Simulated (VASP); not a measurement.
# GaC18 in VASP: further runs, part 2 of 2

VASP 6.6.1.

## 3. Single point, PBE, collinear spin, zero start

Input file INCAR:

```
SYSTEM = GaC18
ALGO = Normal ; EDIFF = 1E-6
ENCUT = 520 ; GGA = PE
ISIF = 2 ; ISMEAR = 0
ISPIN = 2 ; LASPH = .TRUE.
LCHARG = .FALSE. ; LORBIT = 11
LREAL = Auto ; LWAVE = .FALSE.
MAGMOM = 0 0 0 0 0 0 0 0 0 0 0 0 0 0 0 0 0 0 0 ; NBANDS = 62
NELM = 150 ; PREC = Accurate
SIGMA = 0.05
```

Input file KPOINTS:

```
k-points
0
G
  2 2 1
  0 0 0
```

Input file POSCAR:

```
GaC18
1.0
    7.3980000000      0.0000000000      0.0000000000
   -3.6990000000      6.4068560000      0.0000000000
    0.0000000000      0.0000000000     11.0000000000
C Ga
18 1
Direct
   -0.0022048058     -0.0065482976      0.0900269091
    0.2194799908      0.1035590624      0.0897250000
   -0.0024187478      0.3256420934      0.0902315455
    0.2194397456      0.4370600806      0.0894875455
   -0.0016199767      0.6595659400      0.0910760000
    0.2201058986      0.7706911159      0.0902171818
    0.3307007105     -0.0074442129      0.0896468182
    0.5525111738      0.1028844725      0.0900456364
    0.3292205420      0.3251799322      0.0890505455
    0.5516053045      0.4361173405      0.0883320000
    0.3305450475      0.6592720361      0.0894783636
    0.5522054209      0.7711537453      0.0890247273
    0.6640881156     -0.0072252287      0.0897161818
    0.8863116423      0.1037771100      0.0896450000
    0.6639910976      0.3248824384      0.0903884545
    0.8869786282      0.4367647720      0.0910890909
    0.6636513913      0.6602138397      0.0883032727
    0.8872757529      0.7714520195      0.0903559091
    0.6986582659      0.5484982026      0.2905238182
```

Potentials or basis: VASP PAW PBE potentials, release 64 (C, Ga_d).

The run is started by

```
> cat potpaw_PBE.64/C/POTCAR potpaw_PBE.64/Ga_d/POTCAR > POTCAR
> mpirun -np 1 vasp_std > vasp.out
```

OUTCAR:

```text
SYSTEM = GaC18
   EDIFF = 1E-6
   ENCUT = 520
   GGA = PE
   ISIF = 2
   ISMEAR = 0
   ISPIN = 2
   LASPH = .TRUE.
   LORBIT = 11
   LREAL = Auto
   NELM = 150
   PREC = Accurate

 ion  position               nearest neighbor table
   1  0.998  0.993  0.090-   2 1.42  14 1.42  18 1.42
   2  0.219  0.104  0.090-   9 1.42   1 1.42   7 1.42
   3  0.998  0.326  0.090-  16 1.42   4 1.42  14 1.42
   4  0.219  0.437  0.089-   9 1.42   3 1.42  11 1.42
   5  0.998  0.660  0.091-   6 1.42  16 1.43  18 1.43
   6  0.220  0.771  0.090-   5 1.42  11 1.42   7 1.42
   7  0.331  0.993  0.090-   8 1.42   6 1.42   2 1.42
   8  0.553  0.103  0.090-  13 1.42   7 1.42  15 1.42
   9  0.329  0.325  0.089-   2 1.42   4 1.42  10 1.42
  10  0.552  0.436  0.088-   9 1.42  15 1.43  17 1.44  19 2.43
  11  0.331  0.659  0.089-  12 1.42   6 1.42   4 1.42
  12  0.552  0.771  0.089-  13 1.42  11 1.42  17 1.42
  13  0.664  0.993  0.090-  12 1.42   8 1.42  14 1.42
  14  0.886  0.104  0.090-   1 1.42   3 1.42  13 1.42
  15  0.664  0.325  0.090-   8 1.42  16 1.43  10 1.43
  16  0.887  0.437  0.091-   3 1.42   5 1.43  15 1.43
  17  0.664  0.660  0.088-  12 1.42  18 1.43  10 1.44  19 2.43
  18  0.887  0.771  0.090-   1 1.42   5 1.43  17 1.43
  19  0.699  0.548  0.291-  17 2.43  10 2.43

  LATTYP: Found a hexagonal cell.
 ALAT       =     7.3980000000
 C/A-ratio  =     1.4868883482

  Lattice vectors:

 A1 = (   7.3980000000,   0.0000000000,   0.0000000000)
 A2 = (  -3.6990000000,   6.4068560000,   0.0000000000)
 A3 = (   0.0000000000,   0.0000000000,  11.0000000000)

Analysis of symmetry for initial positions (statically):
=====================================================================
 Subroutine PRICEL returns:
 Original cell was already a primitive cell.

 Routine SETGRP: Setting up the symmetry group for a
 hexagonal supercell.

 Subroutine GETGRP returns: Found  1 space group operations
 (whereof  1 operations were pure point group operations)
 out of a pool of 24 trial point group operations.

The static configuration has the point symmetry C_1 .

Analysis of symmetry for dynamics (positions and initial velocities):
=====================================================================
 Subroutine PRICEL returns:
 Original cell was already a primitive cell.

 Routine SETGRP: Setting up the symmetry group for a
 hexagonal supercell.

 Subroutine GETGRP returns: Found  1 space group operations
 (whereof  1 operations were pure point group operations)
 out of a pool of 24 trial point group operations.

The dynamic configuration has the point symmetry C_1 .

Analysis of structural, dynamic, and magnetic symmetry:
=====================================================================
 Subroutine PRICEL returns:
 Original cell was already a primitive cell.

 Routine SETGRP: Setting up the symmetry group for a
 hexagonal supercell.

 Subroutine GETGRP returns: Found  1 space group operations
[... 122 lines left out ...]
   ISIF   =      2    stress and relaxation
   ISYM   =      2    0-nonsym 1-usesym 2-fastsym
   POTIM  = 0.5000    time-step for ionic-motion
   TEBEG  =    0.0;   TEEND  =   0.0 temperature during run
   PSTRESS=    0.0 pullay stress
   NELECT =      85.0000    total number of electrons
   NUPDOWN=      -1.0000    fix difference up-down
   EMIN   =  10.00;   EMAX   =-10.00  energy-range for DOS
   EFERMI =   0.00;   METHOD = LEGACY
   ISMEAR =     0;   SIGMA  =   0.05  broadening in eV -4-tet -1-fermi 0-gaus
   EFERMI_NEDOS =   21; number of points for ismear=-14 and -15
   IALGO  =     38    algorithm
   IMIX   =      4    mixing-type and parameters
     AMIX     =   0.40;   BMIX     =  1.00
     AMIX_MAG =   1.60;   BMIX_MAG =  1.00
  volume/ion in A,a.u.               =      27.44       185.18
  Fermi-wavevector in a.u.,A,eV,Ry     =   0.894329  1.690036 10.882263  0.799824
  Thomas-Fermi vector in A             =   2.016520
   LORBIT       =     11    0 simple, 1 ext, 2 COOP (PROOUT), +10 PAW based schemes
   GGA     = PE    functional components
   LHFCALC =     F    Hartree Fock is set to
   AEXX    =    0.0000 exact exchange contribution
   IVDW    =     0    specifies the selected vdW correction
   LEPSILON=     F    determine dielectric tensor
   LRPA    =     F    only Hartree local field effects (RPA)
 spin polarized calculation
 Gauss-broadening in eV      SIGMA  =   0.05
  energy-cutoff  :      520.00
  volume of cell :      521.38
 maximum number of plane-waves:     14099
 NGX is ok and might be reduce to    56
   NGX = 27   NGY = 27   NGZ = 41

 number of electron      84.9999993 magnetization      -0.0000000

 number of electron      84.9999993 magnetization       0.0000000

 Free energy of the ion-electron system (eV)
  ---------------------------------------------------
  ext. energy  EPLUGINS =         0.00000000
  ---------------------------------------------------
  free energy    TOTEN  =      -167.30386518 eV

  energy without entropy =     -167.30386518  energy(sigma->0) =     -167.30386518

 E-fermi :  -0.5318     XC(G=0):  -4.4888

 val. band max:       -0.7957529330   @ k =   0.0000   0.0000   0.0000
 cond. band min:       0.3221108886   @ k =   0.5000   0.5000   0.0000
 fundamental gap:      1.1178638216
 Fermi energy:        -0.5317534241

 spin component 1

 k-point     1 :       0.0000    0.0000    0.0000
  band No.  band energies     occupation
      1     -20.3138      1.00000
      2     -17.9669      1.00000
      3     -17.7793      1.00000
      4     -17.7502      1.00000
      5     -17.6047      1.00000
      6     -17.5906      1.00000
[... 217 lines left out ...]
     53       4.1168      0.00000
     54       4.3609      0.00000
 Fermi energy:        -0.5317534241

 spin component 2

 k-point     1 :       0.0000    0.0000    0.0000
  band No.  band energies     occupation
      1     -20.3138      1.00000
      2     -17.9669      1.00000
      3     -17.7793      1.00000
      4     -17.7502      1.00000
      5     -17.6047      1.00000
      6     -17.5906      1.00000
[... 217 lines left out ...]
     53       4.1167      0.00000
     54       4.3609      0.00000
 [bands above 54 left out]

------------------------ aborting loop because EDIFF is reached ----------------------------------------

  FORCE on cell =-STRESS in cart. coord.  units (eV):
  Direction    XX          YY          ZZ          XY          YZ          ZX
  --------------------------------------------------------------------------------------
  -------------------------------------------------------------------------------------
  Total        5.2985461      5.1916108     -0.1072785     -0.0018776      0.0062039      0.4674997
  in kB       16.2822838     15.9536747     -0.3296638     -0.0057698      0.0190643      1.4366136
  external PRESSURE =      10.6354316 kB  Pullay stress =       0.0000000 kB

 VOLUME and BASIS-vectors are now :
 -----------------------------------------------------------------------------
  energy-cutoff  :      520.00
  volume of cell :      521.38
      direct lattice vectors                 reciprocal lattice vectors
     7.398000000  0.000000000  0.000000000     0.135171668  0.078041398  0.000000000
    -3.699000000  6.406856000  0.000000000     0.000000000  0.156082796  0.000000000
     0.000000000  0.000000000 11.000000000     0.000000000  0.000000000  0.090909091

 POSITION                                       TOTAL-FORCE (eV/Angst)
 -----------------------------------------------------------------------------------
      3.70691      6.36490      0.99030        -0.008324      0.008488      0.000586
      1.24065      0.66349      0.98698        -0.009044      0.006011     -0.005876
      6.17556      2.08634      0.99255        -0.003625     -0.001407      0.009551
      0.00673      2.80018      0.98436        -0.004410     -0.000191     -0.013583
      4.94628      4.22574      1.00184        -0.012159     -0.003525      0.012257
     -1.22244      4.93771      0.99239        -0.015030     -0.005288      0.009519
[... 11 lines left out ...]
      3.71046      4.94258      0.99392        -0.015707      0.000026      0.011996
      3.13978      3.51415      3.19576         0.208851     -0.000910     -0.000314
 -----------------------------------------------------------------------------------
    total drift:                                0.005553     -0.001138      0.002784

  FREE ENERGIE OF THE ION-ELECTRON SYSTEM (eV)
  ---------------------------------------------------
  free  energy   TOTEN  =      -167.3038651826 eV

  energy  without entropy=     -167.3038651826  energy(sigma->0) =     -167.30386518

 total charge

# of ion       s       p       d       tot
------------------------------------------
    1        0.861   1.800   0.000   2.661
    2        0.861   1.797   0.000   2.659
    3        0.861   1.800   0.000   2.661
    4        0.861   1.795   0.000   2.657
    5        0.861   1.789   0.000   2.650
    6        0.861   1.800   0.000   2.661
[... 11 lines left out ...]
   18        0.861   1.786   0.000   2.647
   19        1.220   0.242   9.945  11.407
--------------------------------------------------
tot         16.719  32.534   9.945  59.199

 magnetization (x)

# of ion       s       p       d       tot
------------------------------------------
    1        0.000  -0.000   0.000  -0.000
    2        0.000  -0.000   0.000  -0.000
    3        0.000  -0.000   0.000  -0.000
    4        0.000  -0.000   0.000  -0.000
    5        0.000   0.000   0.000   0.000
    6        0.000  -0.000   0.000   0.000
[... 11 lines left out ...]
   18       -0.000   0.000   0.000   0.000
   19        0.000   0.000   0.000   0.000
--------------------------------------------------
tot          0.000   0.000   0.000   0.000
```

Run time: 11 min. Hardware: 1 thread of Intel Xeon Platinum 8259CL at 2.50GHz (Skylake/Cascade Lake), shared host; peak memory 0.81 GiB.

What came out:

- Free energy: -167.3039 eV
- Largest force: 0.209 eV/Å
- Net moment: 0.00 μB per cell
- Valence electrons inside the program's atomic spheres: C 2.66, 2.65 (each value once); Ga 11.41

Forces on the atoms (eV/Å):
```
C   -0.008  0.008  0.001
C   -0.009  0.006 -0.006
C   -0.004 -0.001  0.010
C   -0.004  0.000 -0.014
C   -0.012 -0.004  0.012
C   -0.015 -0.005  0.010
C   -0.013 -0.005  0.003
C   -0.013  0.002 -0.001
C   -0.010  0.000 -0.017
C   -0.015  0.001 -0.002
C   -0.018  0.001 -0.014
C   -0.007 -0.003 -0.015
C   -0.011  0.000 -0.006
C   -0.006  0.003  0.006
C   -0.016 -0.009  0.007
C   -0.011 -0.001  0.019
C   -0.019  0.007 -0.003
C   -0.016  0.000  0.012
Ga   0.209 -0.001  0.000
```

Caveat: the k points lie up to 0.49 Å⁻¹ apart.
